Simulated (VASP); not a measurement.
BN, 8 atoms in the cell. It takes space group P6_3mc (No. 186, hexagonal). The conventional cell has a = 2.558 Å, b = 2.558 Å, c = 8.409 Å, α = 90.00°, β = 90.00°, γ = 120.00°. Within 2.1 Å of B (site symmetry 3m) lie 4 N at 1.57 Å. Within 2.1 Å of B (site symmetry 3m) lie 4 N at 1.57 to 1.58 Å. N (site symmetry 3m) has 4 B at 1.57 Å within 2.1 Å. N (site symmetry 3m) has 4 B at 1.57 to 1.58 Å within 2.1 Å. 

| Quantity | Value |
| --- | --- |
| Program | VASP 6.6.1 |
| Task | relaxation of cell and atoms |
| Functional | PBEsol |
| Potentials or basis | VASP PAW PBE potentials, release 64 (B, N) |
| Cutoff | 600 eV |
| k mesh | 12 × 12 × 4 |
| Occupations | fermi-dirac, width 0.02 eV |
| Spin | no spin polarisation |
| Dipole correction | no |
| Further INCAR settings | ALGO = Normal; EDIFF = 1e-06; IBRION = 2; EDIFFG = -0.005; NSW = 80; ISIF = 3 |

Potentials or basis: VASP PAW PBE potentials, release 64 (B, N).

Command:

```console
$ cat potpaw_PBE.64/B/POTCAR potpaw_PBE.64/N/POTCAR > POTCAR
$ mpirun -np 1 vasp_std > vasp.out
```

Hardware: 1 thread of Intel Xeon 8259CL, on a shared host.

Q: How long does it take, and how much memory?

A: Run time: 4.4 min on 1 thread of Intel Xeon 8259CL (shared host), peak memory 0.2 GiB. Counts: scf iterations 37, k points 57, ion steps 6.
